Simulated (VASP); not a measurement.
A run of VASP 6.6.1:

The input INCAR:

```
  PREC = Accurate
  ENCUT = 520
  EDIFF = 1E-6
  ISMEAR = -1
  SIGMA = 0.1
  LREAL = F
  LASPH = T
  NELM = 100
  ALGO = Normal
  ISIF = 2
  LWAVE = F
  LCHARG = F
  GGA = B5
  ALDAX = 1.0
  AGGAX = 1.0
  AGGAC = 1.0
  ALDAC = 0.0
  NBANDS = 13
```

Contents of KPOINTS:

```
Automatic mesh
0
Gamma
  6 6 27
```

The input POSCAR:

```
C
1.0
    6.5595808351      0.0000000001      0.0000000000
   -3.2797904176      5.6807636413      0.0000000000
    0.0000000000      0.0000000000      1.2484269481
C
3
Direct
    0.0000000000      0.0000000000      0.0000000000
    0.3333333333      0.6666666667      0.5000000000
    0.6666666667      0.3333333333      0.5000000000
```

Potentials or basis: VASP PAW PBE potentials, release 64 (C).

Launch:

```bash
$ cat potpaw_PBE.64/C/POTCAR > POTCAR
$ mpirun -np 1 vasp_std > vasp.out
```

Hardware: 1 thread of AMD EPYC 9R14 (Zen 4), with other jobs on the host.

**Question.** How long does it take, and how much memory?

**Answer.** Wall time 33 s on 1 thread of AMD EPYC 9R14 (Zen 4), with other jobs on the host, peak memory 0.15 GiB. Counts: scf iterations 12, k points 98.
